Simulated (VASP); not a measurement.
A run of VASP 6.6.1 is set up as follows.

Contents of INCAR:

```
PREC = Accurate ; ENCUT = 600
EDIFF = 1E-7 ; ISMEAR = -1
SIGMA = 0.08 ; LREAL = False
LASPH = True ; NELM = 150
ALGO = Normal ; ISIF = 3
LWAVE = False ; LCHARG = False
ISPIN = 2 ; MAGMOM = 1.7
LORBIT = 11 ; LMAXMIX = 4
IBRION = 2 ; NSW = 32
EDIFFG = -0.005 ; PSTRESS = 290.0
```

Contents of KPOINTS:

```
regular mesh
0
Gamma
  19 19 18
```

Contents of POSCAR:

```
Co
1.0
    2.2728951987      0.0000000000      0.0000000000
   -1.1364475994      1.9683849822      0.0000000000
    0.0000000000      0.0000000000      2.1621821625
Co
1
Direct
    0.0000000000      0.0000000000      0.0000000000
```

Potentials or basis: VASP PAW LDA potentials, release 64 (Co).

Run with:

```console
$ cat potpaw_LDA.64/Co/POTCAR > POTCAR
$ mpirun -np 1 vasp_std > vasp.out
```

Question: Estimate the relaxed cell.

Answer: a = 2.266 Å, b = 2.266 Å, c = 2.156 Å, α = 90.00°, β = 90.00°, γ = 120.00°.

Question: Predict the space group after relaxing (to 0.1 Å).

Answer: P6/mmm (No. 191).

The path:
| step | energy change (eV) | largest force (eV/Å) | pressure (GPa) | volume (Å³) |
| --- | --- | --- | --- | --- |
| 1 | 0.0000 | 0.0000 | 26.17 | 9.67 |
| 2 | 0.0448 | 0.0000 | 34.36 | 9.44 |
| 3 | 0.0144 | 0.0000 | 28.96 | 9.59 |

Caveat: the cell is relaxed towards a set pressure, so the run minimises the enthalpy, not the energy.
